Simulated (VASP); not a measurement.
Crystal: Sc5Mo.

```
Sc Mo
1.0
     5.60784    0.00000    0.00000
    -2.80392    4.85653    0.00000
     0.00000    0.00000    4.35575
Sc Mo
5 1
Cartesian
  0.0000 3.2377 0.0000
  2.8039 1.6188 0.0000
  2.8039 0.0000 2.1779
  1.4020 2.4283 2.1779
  -1.4020 2.4283 2.1779
  0.0000 0.0000 0.0000
```

| Property | Result |
| --- | --- |
| Program | VASP 6.6.1 |
| Task | relaxation of cell and atoms |
| Functional | PBE |
| Potentials or basis | VASP PAW PBE potentials, release 64 (Sc_sv, Mo_sv) |
| Cutoff | 600 eV |
| k mesh | 6 × 6 × 4 |
| Occupations | gaussian, width 0.1 eV |
| Spin | no spin polarisation |

At the start: pressure 12.4 GPa; volume 19.77 Å³/atom.

How do energy, volume and symmetry change on relaxing?

Over 8 steps the energy falls by 299.3 meV/atom and the volume is 23.30 Å³/atom (+17.9 %); space group P6/mmm (No. 191, to 0.05 Å).

The path:
```
step  energy change (eV)  largest force (eV/Å)  pressure (GPa)  volume (Å³)
   1              0.0000                0.0000           12.43       118.63
   2             -1.3636                0.0000           -1.83       146.59
   3             -1.3647                0.0000           -2.19       147.88
   4             -1.6645                0.0000           -1.50       144.81
   5             -1.7912                0.0000           -0.06       140.25
   6             -1.7947                0.0000           -0.35       141.03
   7             -1.7948                0.0000           -0.29       140.87
   8             -1.7955                0.0000            0.14       139.82
```

Final structure:
```
Sc Mo
1.0
     5.47337    0.00000    0.00000
    -2.73668    4.74008    0.00000
     0.00000    0.00000    5.38924
Sc Mo
5 1
Direct
  0.33333 0.66667 0.00000
  0.66667 0.33333 0.00000
  0.50000 0.00000 0.50000
  0.50000 0.50000 0.50000
  0.00000 0.50000 0.50000
  0.00000 0.00000 0.00000
```

Caveat: the k points lie up to 0.29 Å⁻¹ apart in the final cell; the volume moved by over 15 % at a fixed basis, so the end points are rough.
